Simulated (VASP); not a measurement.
Si3N4:

```xyz
14
Lattice="7.5950 0.0000 0.0000 -3.7975 6.5775 0.0000 0.0000 0.0000 2.9023" Properties=species:S:1:pos:R:3 pbc="T T T"
Si    5.1760    1.1471    0.7256
Si    1.5946    5.0561    2.1767
Si    4.0136    3.9090    0.7256
Si   -1.3785    5.4304    2.1767
Si    2.2029    1.5214    0.7256
Si   -0.2161    2.6685    2.1767
N    -1.0257    2.1673    0.7691
N     5.2052    0.1954    2.2203
N     2.4334    4.6055    0.7691
N     4.8232    4.4102    2.2203
N    -1.4077    6.3821    0.7691
N     1.3641    1.9719    2.2203
N     0.0000    4.3850    0.6803
N     3.7975    2.1925    2.1314
```

* Program: VASP 6.6.1
* Task: relaxation of cell and atoms
* Functional: PBE
* Dispersion: D3(BJ)
* Potentials or basis: VASP PAW PBE potentials, release 64 (Si, N)
* Cutoff: 600 eV
* k mesh: 3 × 3 × 8
* Occupations: gaussian, width 0.1 eV
* Spin: no spin polarisation

At the start: pressure -6.6 GPa; volume 10.36 Å³/atom.

Question: Where does the relaxation end?

Answer: Over 35 steps the energy falls by 717.2 meV/atom and the volume is 10.43 Å³/atom (+0.7 %); space group P6_3/m (No. 176, to 0.05 Å).

The path:
```csv
step,energy change (eV),largest force (eV/Å),pressure (GPa),volume (Å³)
1,0.0000,2.4710,-6.61,144.99
2,-1.3849,2.1130,6.82,135.40
3,-2.3039,1.6932,0.04,139.15
4,-2.8976,2.5596,0.13,138.36
5,-3.1733,2.9356,2.92,137.25
6,-3.2977,2.9612,3.09,137.20
7,-3.6436,2.9076,3.83,137.07
8,-4.1284,3.1737,6.26,136.79
9,-3.8072,5.6890,14.78,136.25
10,-4.2378,3.8234,8.47,136.62
11,-4.9976,3.6619,7.26,137.50
12,-6.6580,3.1336,4.34,140.08
13,-7.0828,2.6550,0.08,144.94
14,-7.3845,2.4213,1.79,143.05
15,-7.8885,1.7171,-0.36,143.95
16,-8.1254,1.6455,-2.43,145.08
17,-8.4941,1.2922,-1.85,144.64
18,-9.1207,1.2397,0.75,143.31
19,-9.1667,1.4290,1.99,142.83
20,-9.4962,0.7837,0.96,143.62
21,-9.5153,0.9022,0.76,143.87
22,-9.6654,0.7729,-0.05,144.68
23,-9.7290,1.2206,-0.81,145.61
24,-9.8246,0.9443,-1.01,145.86
25,-9.9646,0.3673,-1.48,146.59
26,-9.9672,0.4357,-1.53,146.70
27,-9.9934,0.3787,-0.54,146.15
28,-10.0047,0.3701,0.73,145.48
29,-10.0157,0.3254,0.59,145.61
30,-10.0206,0.2671,0.42,145.78
31,-10.0297,0.2035,0.05,146.02
32,-10.0374,0.1095,-0.71,146.53
33,-10.0399,0.0592,-0.22,146.25
34,-10.0404,0.0513,0.11,146.07
35,-10.0410,0.0274,0.15,146.05
```

Final structure:
```
CELL_PARAMETERS angstrom
7.61422 0.00000 0.00000
-3.80711 6.59411 0.00000
0.00000 0.00000 2.90893
ATOMIC_POSITIONS crystal
Si 0.76783 0.17414 0.32582
Si 0.59369 0.76783 0.82582
Si 0.82586 0.59369 0.32582
Si 0.23217 0.82586 0.82582
Si 0.40631 0.23217 0.32582
Si 0.17414 0.40631 0.82582
N 0.02989 0.33023 0.32573
N 0.69966 0.02989 0.82573
N 0.66977 0.69966 0.32573
N 0.97011 0.66977 0.82573
N 0.30034 0.97011 0.32573
N 0.33023 0.30034 0.82573
N 0.33333 0.66667 0.82474
N 0.66667 0.33333 0.32474
```

Caveat: the relaxation stopped at a loose force limit of 0.05 eV/Å, so its end isn't a converged minimum.
